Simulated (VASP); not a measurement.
# ZrS2 (P-3m1) in VASP: single point with HSE06

Aim: the single point of ZrS2 with HSE06.

Program: VASP 6.6.1. These are calculated values, not measurements. Logs are shortened: lines on timing, memory, paths and dates and some standing lists are left out, and cuts for length are marked.

**1. The cell of the first run**

Symmetry: P-3m1, No. 164, trigonal system. Conventional cell: a = 3.674 Å, b = 3.674 Å, c = 5.857 Å, α = 90.00°, β = 90.00°, γ = 120.00°. Within 3.4 Å of Zr (site symmetry -3m) lie 6 S at 2.57 Å. S (site symmetry 3m) has 3 Zr at 2.57 Å within 3.4 Å.

**2. Single point, HSE06**

Input file POSCAR:

```
ZrS2
1.0
    3.6743990861      0.0000000000      0.0000000000
   -1.8371995431      3.1821229522      0.0000000000
    0.0000000000      0.0000000000      5.8568562897
Zr S
1 2
Direct
    0.0000000000      0.0000000000      0.0000000000
    0.3333333333      0.6666666667      0.2462324589
    0.6666666667      0.3333333333      0.7537675411
```

Input file INCAR.step1:

```
PREC     = Accurate       # precision mode
ENCUT    = 400            # plane-wave cutoff, eV
EDIFF    = 1E-5           # SCF threshold, eV
ISMEAR   = 0              # smearing method
SIGMA    = 0.01           # smearing width, eV
LREAL    = F              # projectors in reciprocal space
LASPH    = T              # aspherical terms in the spheres
NELM     = 120            # most SCF steps
ALGO     = Normal         # electronic algorithm
ISIF     = 2              # what is computed and relaxed
LWAVE    = T              # write WAVECAR
GGA      = PE             # functional
NBANDS   = 19             # bands
GGA_COMPAT= F
```

Input file INCAR.step2:

```
PREC     = Accurate       # precision mode
ENCUT    = 400            # plane-wave cutoff, eV
EDIFF    = 1E-6           # SCF threshold, eV
ISMEAR   = 0              # smearing method
SIGMA    = 0.01           # smearing width, eV
LREAL    = F              # projectors in reciprocal space
LASPH    = T              # aspherical terms in the spheres
NELM     = 120            # most SCF steps
ALGO     = Normal         # electronic algorithm
ISIF     = 2              # what is computed and relaxed
LWAVE    = F              # write WAVECAR
LCHARG   = T              # write CHGCAR
GGA      = PE             # functional
LHFCALC  = T              # exact exchange
HFSCREEN = 0.2079         # screening, 1/A
PRECFOCK = Normal       
LELF     = T              # ELF
LVHAR    = T            
ISTART   = 1            
NBANDS   = 19             # bands
GGA_COMPAT= F
```

Input file KPOINTS:

```
Automatic mesh
0
Gamma
  6 6 4
```

Potentials or basis: VASP PAW PBE potentials, release 64 (Zr_sv, S).

Launch:

```console
> cat potpaw_PBE.64/Zr_sv/POTCAR potpaw_PBE.64/S/POTCAR > POTCAR
> cp INCAR.step1 INCAR
> mpirun -np 1 vasp_std > vasp.out
> cp INCAR.step2 INCAR
> mpirun -np 1 vasp_std > vasp.out
```

OUTCAR:

```text
PREC = Accurate
   ENCUT = 400
   EDIFF = 1E-6
   ISMEAR = 0
   LREAL = F
   LASPH = T
   NELM = 120
   ISIF = 2
   GGA = PE
   LHFCALC = T
   HFSCREEN = 0.2079
   PRECFOCK = Normal
   ISTART = 1

 ion  position               nearest neighbor table
   1  0.000  0.000  0.000-   2 2.57   3 2.57   3 2.57   2 2.57   3 2.57   2 2.57
   2  0.333  0.667  0.246-   1 2.57   1 2.57   1 2.57
   3  0.667  0.333  0.754-   1 2.57   1 2.57   1 2.57

  LATTYP: Found a hexagonal cell.
 ALAT       =     3.6743990861
 C/A-ratio  =     1.5939630270

  Lattice vectors:

 A1 = (   3.6743990861,   0.0000000000,   0.0000000000)
 A2 = (  -1.8371995431,   3.1821229522,   0.0000000000)
 A3 = (   0.0000000000,   0.0000000000,   5.8568562897)

Analysis of symmetry for initial positions (statically):
=====================================================================
 Subroutine PRICEL returns:
 Original cell was already a primitive cell.

 Routine SETGRP: Setting up the symmetry group for a
 hexagonal supercell.

 Subroutine GETGRP returns: Found 12 space group operations
 (whereof 12 operations were pure point group operations)
 out of a pool of 24 trial point group operations.

The static configuration has the point symmetry D_3d.

Analysis of symmetry for dynamics (positions and initial velocities):
=====================================================================
 Subroutine PRICEL returns:
 Original cell was already a primitive cell.

 Routine SETGRP: Setting up the symmetry group for a
 hexagonal supercell.

 Subroutine GETGRP returns: Found 12 space group operations
 (whereof 12 operations were pure point group operations)
 out of a pool of 24 trial point group operations.

The dynamic configuration has the point symmetry D_3d.

 Subroutine INISYM returns: Found 12 space group operations
 (whereof 12 operations are pure point group operations),
 and found     1 'primitive' translations

----------------------------------------------------------------------------------------

                                     Primitive cell

  volume of cell :      68.4806

  direct lattice vectors                    reciprocal lattice vectors
     3.674399086  0.000000000  0.000000000     0.272153344  0.157127807  0.000000000
    -1.837199543  3.182122952  0.000000000     0.000000000  0.314255613  0.000000000
     0.000000000  0.000000000  5.856856290     0.000000000  0.000000000  0.170740061

  length of vectors
     3.674399086  3.674399086  5.856856290     0.314255613  0.314255613  0.170740061

  position of ions in fractional coordinates (direct lattice)
     0.000000000  0.000000000  0.000000000
     0.333333333  0.666666667  0.246232459
     0.666666667  0.333333333  0.753767541

  ion indices of the primitive-cell ions
   primitive index   ion index
                 1           1
                 2           2
                 3           3

----------------------------------------------------------------------------------------

 KPOINTS: Automatic mesh

Automatic generation of k-mesh.
 Grid dimensions read from file:
 generate k-points for:    6    6    4

 Generating k-lattice:

  Cartesian coordinates                     Fractional coordinates (reciprocal lattice)
     0.045358891  0.026187968  0.000000000     0.166666667  0.000000000  0.000000000
     0.000000000  0.052375936  0.000000000     0.000000000  0.166666667  0.000000000
     0.000000000  0.000000000  0.042685015     0.000000000  0.000000000  0.250000000

  Length of vectors
     0.052375936  0.052375936  0.042685015

  Shift w.r.t. Gamma in fractional coordinates (k-lattice)
     0.000000000  0.000000000  0.000000000

 Subroutine IBZKPT returns following result:
 ===========================================

 Found     24 irreducible k-points:

 Following reciprocal coordinates:
            Coordinates               Weight
  0.000000  0.000000  0.000000      1.000000
  0.166667  0.000000  0.000000      6.000000
  0.333333  0.000000  0.000000      6.000000
  0.500000  0.000000  0.000000      3.000000
  0.166667  0.166667  0.000000      6.000000
  0.333333  0.166667  0.000000     12.000000
[... 16 lines left out ...]
  0.333333  0.166667  0.500000     12.000000
  0.333333  0.333333  0.500000      2.000000
   k-points           NKPTS =     24   k-points in BZ     NKDIM =    144   number of bands    NBANDS=     19
   number of dos      NEDOS =    301   number of ions     NIONS =      3
   total plane-waves  NPLWV =  23040
   dimension x,y,z NGX =    24 NGY =   24 NGZ =   40
   dimension x,y,z NGXF=    48 NGYF=   48 NGZF=   80
   ions per type =               1   2
   NGX,Y,Z   is equivalent  to a cutoff of  10.86, 10.86, 11.35 a.u.
   NGXF,Y,Z  is equivalent  to a cutoff of  21.72, 21.72, 22.71 a.u.
 SYSTEM =  unknown system
   PREC   = accura    normal or accurate (medium, high low for compatibility)
   ISTART =      1    job   : 0-new  1-cont  2-samecut
   ICHARG =      0    charge: 1-file 2-atom 10-const
   ISPIN  =      1    spin polarized calculation?
   LNONCOLLINEAR =      F non collinear calculations
   LSORBIT =      F    spin-orbit coupling
   LASPH  =      T    aspherical Exc in radial PAW
   ENCUT  =  400.0 eV  29.40 Ry    5.42 a.u.   5.99  5.99  9.55*2*pi/ulx,y,z
   NELM   =    120;   NELMIN=  2; NELMDL=  0     # of ELM steps
   EDIFF  = 0.1E-05   stopping-criterion for ELM
   LREAL  =      F    real-space projection
   EDIFFG = 0.1E-04   stopping-criterion for IOM
   NSW    =      0    number of steps for IOM
   IBRION =     -1    ionic relax: 0-MD 1-quasi-New 2-CG
   NFREE  =      0    steps in history (QN), initial steepest desc. (CG)
   ISIF   =      2    stress and relaxation
   ISYM   =      3    0-nonsym 1-usesym 2-fastsym
   POTIM  = 0.5000    time-step for ionic-motion
   TEBEG  =    0.0;   TEEND  =   0.0 temperature during run
   PSTRESS=    0.0 pullay stress
   NELECT =      24.0000    total number of electrons
   NUPDOWN=      -1.0000    fix difference up-down
   EMIN   =  10.00;   EMAX   =-10.00  energy-range for DOS
   EFERMI =   0.00;   METHOD = LEGACY
   ISMEAR =     0;   SIGMA  =   0.01  broadening in eV -4-tet -1-fermi 0-gaus
   EFERMI_NEDOS =   21; number of points for ismear=-14 and -15
   IALGO  =     38    algorithm
   IMIX   =      1    mixing-type and parameters
     AMIX     =   0.40;   BMIX     =  1.00
     AMIX_MAG =   1.60;   BMIX_MAG =  1.00
  volume/ion in A,a.u.               =      22.83       154.04
  Fermi-wavevector in a.u.,A,eV,Ry     =   1.154222  2.181163 18.126064  1.332228
  Thomas-Fermi vector in A             =   2.290860
   LORBIT       =      0    0 simple, 1 ext, 2 COOP (PROOUT), +10 PAW based schemes
   GGA     = PE    functional components
   LHFCALC =     T    Hartree Fock is set to
   PRECFOCK=normal    Normal, Fast or Accurate (Low or Medium for compatibility)
   ENCUT4O =  -1.0   cutoff for four orbital integrals eV
   NKREDX  =     1    reduce k-point grid by
   NKREDY  =     1    reduce k-point grid by
   NKREDZ  =     1    reduce k-point grid by
   AEXX    =    0.2500 exact exchange contribution
   HFSCREEN=    0.2079 screening length (either q_TF or 0.3 A-1)
   HFSCREENC=   0.2079 screening length for correlation (either q_TF or 0.3 A-1)
   ENCUTFOCK=  -1.0 apply spherical cutoff to Coloumb kernel
   IVDW    =     0    specifies the selected vdW correction
   LEPSILON=     F    determine dielectric tensor
   LRPA    =     F    only Hartree local field effects (RPA)
 non-spin polarized calculation
 Gauss-broadening in eV      SIGMA  =   0.01
  energy-cutoff  :      400.00
  volume of cell :       68.48
 maximum number of plane-waves:      1254
  NGX = 18; NGY = 18; NGZ = 30

 number of electron      24.0000004 magnetization

 Free energy of the ion-electron system (eV)
  ---------------------------------------------------
  ext. energy  EPLUGINS =         0.00000000
  ---------------------------------------------------
  free energy    TOTEN  =       -25.41833763 eV

  energy without entropy =      -25.41833763  energy(sigma->0) =      -25.41833763

 E-fermi :   4.2882     XC(G=0):  -7.9443

 val. band max:        4.1416312989   @ k =   0.0000   0.0000   0.0000
 cond. band min:       5.8167445018   @ k =   0.5000   0.0000   0.5000
 fundamental gap:      1.6751132030
 Fermi energy:         4.2882078508

 k-point     1 :       0.0000    0.0000    0.0000
  band No.  band energies     occupation
      1     -48.3428      2.00000
      2     -25.0170      2.00000
      3     -24.8352      2.00000
      4     -24.8352      2.00000
      5      -9.9940      2.00000
      6      -8.3171      2.00000
[... 11 lines left out ...]
     18      10.7552      0.00000
     19      10.9543      0.00000

 k-point     2 :       0.1667    0.0000    0.0000
  band No.  band energies     occupation
      1     -48.3374      2.00000
      2     -25.0006      2.00000
      3     -24.9136      2.00000
      4     -24.8521      2.00000
      5      -9.6882      2.00000
      6      -8.3985      2.00000
[... 11 lines left out ...]
     18      12.0155      0.00000
     19      12.5685      0.00000

 k-point     3 :       0.3333    0.0000    0.0000
  band No.  band energies     occupation
      1     -48.3267      2.00000
      2     -25.0676      2.00000
      3     -24.9667      2.00000
      4     -24.8856      2.00000
      5      -9.0520      2.00000
      6      -8.5118      2.00000
[... 11 lines left out ...]
     18      12.6434      0.00000
     19      13.4407      0.00000

 k-point     4 :       0.5000    0.0000    0.0000
  band No.  band energies     occupation
      1     -48.3213      2.00000
      2     -25.1422      2.00000
      3     -24.9501      2.00000
      4     -24.9022      2.00000
      5      -8.8568      2.00000
      6      -8.3879      2.00000
[... 407 lines left out ...]
     18      13.6516      0.00000
     19      13.6756      0.00000

 k-point    23 :       0.3333    0.1667    0.5000
  band No.  band energies     occupation
      1     -48.3213      2.00000
      2     -25.1020      2.00000
      3     -24.9524      2.00000
      4     -24.9420      2.00000
      5      -8.8120      2.00000
      6      -8.4271      2.00000
[... 11 lines left out ...]
     18      12.2267      0.00000
     19      13.1980      0.00000

 k-point    24 :       0.3333    0.3333    0.5000
  band No.  band energies     occupation
      1     -48.3186      2.00000
      2     -25.0462      2.00000
      3     -25.0462      2.00000
      4     -24.9430      2.00000
      5      -8.5437      2.00000
      6      -8.5437      2.00000
[... 11 lines left out ...]
     18      13.3233      0.00000
     19      13.8578      0.00000

------------------------ aborting loop because EDIFF is reached ----------------------------------------

  FORCE on cell =-STRESS in cart. coord.  units (eV):
  Direction    XX          YY          ZZ          XY          YZ          ZX
  --------------------------------------------------------------------------------------
  -------------------------------------------------------------------------------------
  Total       -0.1076866     -0.1076866      0.1973064      0.0000000      0.0000000      0.0000000
  in kB       -2.5194428     -2.5194428      4.6161935      0.0000000      0.0000000      0.0000000
  external PRESSURE =      -0.1408973 kB  Pullay stress =       0.0000000 kB

 VOLUME and BASIS-vectors are now :
 -----------------------------------------------------------------------------
  energy-cutoff  :      400.00
  volume of cell :       68.48
      direct lattice vectors                 reciprocal lattice vectors
     3.674399086  0.000000000  0.000000000     0.272153344  0.157127807  0.000000000
    -1.837199543  3.182122952  0.000000000     0.000000000  0.314255613  0.000000000
     0.000000000  0.000000000  5.856856290     0.000000000  0.000000000  0.170740061

 POSITION                                       TOTAL-FORCE (eV/Angst)
 -----------------------------------------------------------------------------------
      0.00000      0.00000      0.00000         0.000000      0.000000      0.000000
     -0.00000      2.12142      1.44215         0.000000      0.000000     -0.184854
      1.83720      1.06071      4.41471        -0.000000      0.000000      0.184854
 -----------------------------------------------------------------------------------
    total drift:                               -0.000000      0.000000      0.000000

  FREE ENERGIE OF THE ION-ELECTRON SYSTEM (eV)
  ---------------------------------------------------
  free  energy   TOTEN  =       -25.4183376281 eV

  energy  without entropy=      -25.4183376281  energy(sigma->0) =      -25.41833763
```

Wall time 31 min (1 thread of AMD EPYC 9R45 (Zen 5), shared host); peak memory 0.25 GiB.

Results:

```
Free energy            : -25.4183 eV
Pressure               : 0.0 GPa
Largest force          : 0.185 eV/Å
Band gap on the k mesh : 1.68 eV (least direct gap 2.38 eV)
```

Forces on the atoms (eV/Å):
```
Zr   0.000  0.000  0.000
S    0.000  0.000 -0.185
S    0.000  0.000  0.185
```

Levels at points of the mesh, in eV from the valence-band top:
| k point | band 8 | band 9 | band 10 | band 11 | band 12 | band 13 | band 14 | band 15 | band 16 | band 17 |
| --- | --- | --- | --- | --- | --- | --- | --- | --- | --- | --- |
| (0.00, 0.00, 0.00) | -3.20 | -3.20 | -0.19 | -0.19 | 0.00 | 2.38 | 2.38 | 3.29 | 5.84 | 5.84 |
| (0.50, 0.00, 0.00) | -2.98 | -2.83 | -2.75 | -2.11 | -1.49 | 1.84 | 4.28 | 4.58 | 6.77 | 6.94 |
| (0.00, 0.00, 0.50) | -3.15 | -3.15 | -1.98 | -0.34 | -0.34 | 2.34 | 2.34 | 3.64 | 6.28 | 6.28 |
| (0.50, 0.00, 0.50) | -3.70 | -3.01 | -2.56 | -1.19 | -0.93 | 1.68 | 4.26 | 4.58 | 6.21 | 6.60 |

Caveat: the PAW data sets were made with another functional, which shifts forces and pressure a little; this functional lacks dispersion, which binds the layers, so the pressure and a relaxed spacing across them are unreliable. A k mesh can miss the band edges.
